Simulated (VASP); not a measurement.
The system is Mg3ZrN.

```xyz
5
Lattice="3.4595 0.0000 0.0000 -1.7297 2.9960 0.0000 0.0000 0.0000 8.9971" Properties=species:S:1:pos:R:3 pbc="T T T"
Mg    0.0000    1.9973    3.4772
Mg    1.7297    0.9987    3.4772
Mg    0.0000    0.0000    3.4824
Zr    0.0000    0.0000    0.3648
N     0.0000    0.0000    7.1951
```

* Program: VASP 6.6.1
* Task: relaxation of cell and atoms
* Functional: PBE
* Potentials or basis: VASP PAW PBE potentials, release 64 (Mg, Zr_sv, N)
* Cutoff: 600 eV
* k mesh: 6 × 6 × 2
* Occupations: gaussian, width 0.1 eV
* Spin: no spin polarisation

At the start: pressure 61.9 GPa; volume 18.65 Å³/atom.

Question: How do energy, volume and symmetry change on relaxing?

Answer: Over 48 steps the energy falls by 4660.4 meV/atom and the volume is 28.83 Å³/atom (+54.6 %); space group P6mm (No. 183, to 0.05 Å).

The path:
```csv
step,energy change (eV),largest force (eV/Å),pressure (GPa),volume (Å³)
1,0.0000,3.0484,61.90,93.25
3,-20.1664,3.0922,-1.27,170.31
5,-20.3403,2.0839,-2.24,179.44
7,-20.4478,1.1240,-0.73,176.24
9,-20.5736,1.2799,-0.48,171.52
11,-22.0666,4.0370,4.85,132.72
13,-20.6219,10.7172,10.33,131.91
15,-20.5018,12.6260,13.82,124.78
17,-20.4158,12.3572,19.58,115.07
19,-21.7596,3.2811,11.09,119.38
21,-22.0539,2.6681,5.00,124.16
23,-22.1207,2.0014,5.35,124.34
25,-22.5033,1.3393,1.90,133.31
27,-22.7250,0.6970,-0.57,145.01
29,-22.7672,1.1157,0.27,143.78
31,-23.0001,0.9290,1.19,139.81
33,-23.2317,1.1398,0.23,138.91
35,-23.2738,0.6701,0.01,142.90
37,-23.2902,0.2875,-0.01,143.26
39,-23.2956,0.4769,-0.38,144.39
41,-23.2990,0.1391,-0.12,143.89
43,-23.3008,0.1294,0.20,143.21
45,-23.3013,0.0572,0.13,143.38
47,-23.3016,0.0587,0.04,143.74
48,-23.3018,0.0303,-0.07,144.14
```

Final structure:
```yaml
crystal:
  lattice:
    - [4.76342, 0.00000, 0.00000]
    - [-2.38171, 4.12524, 0.00000]
    - [0.00000, 0.00000, 7.33511]
  atoms:
    - { symbol: Mg, position: [0.33333, 0.66667, 0.29716] }
    - { symbol: Mg, position: [0.66667, 0.33333, 0.29716] }
    - { symbol: Mg, position: [0.00000, 0.00000, 0.54242] }
    - { symbol: Zr, position: [0.00000, 0.00000, 0.05477] }
    - { symbol: N, position: [0.00000, 0.00000, 0.80879] }
```

Caveat: the volume moved by over 15 % at a fixed basis, so the end points are rough.
